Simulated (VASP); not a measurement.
Input of a VASP 6.6.1 run:

INCAR

```
PREC = Accurate
ENCUT = 600
EDIFF = 1E-6
ISMEAR = -1
SIGMA = 0.05
LREAL = F
LASPH = T
NELM = 60
ALGO = Normal
ISIF = 3
LWAVE = F
LCHARG = F
GGA = PS
IBRION = 2
NSW = 60
EDIFFG = -0.01
PSTRESS = 100.0
```

The input KPOINTS:

```
Automatic mesh
0
Gamma
  6 6 6
```

Contents of POSCAR:

```
In3As
1.0
    4.6716810000      0.0000000000      0.0000000000
    0.0000000000      4.6716810000      0.0000000000
    0.0000000000      0.0000000000      4.6716810000
In As
3 1
Direct
    0.5000000000      0.5000000000      0.0000000000
    0.5000000000      0.0000000000      0.5000000000
    0.0000000000      0.5000000000      0.5000000000
    0.0000000000      0.0000000000      0.0000000000
```

Potentials or basis: VASP PAW PBE potentials, release 64 (In_d, As).

Run with:

```console
$ cat potpaw_PBE.64/In_d/POTCAR potpaw_PBE.64/As/POTCAR > POTCAR
$ mpirun -np 1 vasp_std > vasp.out
```

(1) Predict the space group after relaxing (to 0.05 Å).

(2) Estimate the relaxed volume.

Answers

(1) Pm-3m (No. 221).

(2) 20.95 Å³/atom.

Caveat: the cell is relaxed towards a set pressure, so the enthalpy falls and the energy may rise; the volume moved by over 15 % at a fixed basis, so the end points are rough; the PAW data sets were made with another functional, which shifts forces and pressure a little.
